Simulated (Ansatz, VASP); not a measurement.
One calculation of AlN, two programs

Contents of INCAR:

```
SYSTEM = AlN
PREC = Accurate
ENCUT = 520
EDIFF = 1E-7
ISMEAR = 0
SIGMA = 0.05
LREAL = .FALSE.
LASPH = .TRUE.
NELM = 80
ALGO = Normal
ISIF = 2
LWAVE = .FALSE.
LCHARG = .FALSE.
GGA = PS
NBANDS = 16
```

Contents of KPOINTS:

```
regular mesh
0
G
  12 12 6
  0 0 0
```

The input POSCAR:

```
AlN
1.0
    3.3121160000     -0.0496817400      0.0000000000
   -1.6990836400      2.8932168700      0.0000000000
    0.0000000000      0.0000000000      4.1875630000
Al N
2 2
Direct
    0.3333333333      0.6666666667      0.7500000000
    0.6666666667      0.3333333333      0.2500000000
    0.3333333333      0.6666666667      0.2500000000
    0.6666666667      0.3333333333      0.7500000000
```

Input for Ansatz:

```yaml
crystal:
  lattice:
    - [3.312116, -0.04968174, 0.0]
    - [-1.69908364, 2.89321687, 0.0]
    - [0.0, 0.0, 4.187563]
  atoms:
    - { symbol: Al, position: [0.3333333333333333, 0.6666666666666666, 0.75] }
    - { symbol: Al, position: [0.6666666666666666, 0.3333333333333333, 0.25] }
    - { symbol: "N", position: [0.3333333333333333, 0.6666666666666666, 0.25] }
    - { symbol: "N", position: [0.6666666666666666, 0.3333333333333333, 0.75] }
basis:
  ecutwfc: 520.0
kpoints:
  mp_grid:
    grid: [12, 12, 6]
hamiltonian:
  xc: pbesol
scf:
  occupations:
    method: gaussian
    width: 0.05
output:
  stress: true
```

Alike in both runs: task single point; functional PBEsol; k mesh 12 × 12 × 6; occupations gaussian, width 0.05 eV; no spin polarisation.

|  | VASP | Ansatz |
| --- | --- | --- |
| version | VASP 6.6.1 | Ansatz 0.2.0 |
| potentials or method | VASP PAW PBE potentials, release 64 (Al, N), cutoff 520 eV | plane waves, PAW |
| valence electrons in the cell | 16 | 16 |

```tsv
	VASP	Ansatz	Ansatz less VASP
pressure (GPa)	-3.4	-3.3	+0.08
traceless stress, the component that is largest in VASP (GPa)	4.97	4.91	-0.058
```

VASP's potentials were made for PBE, not for PBEsol.
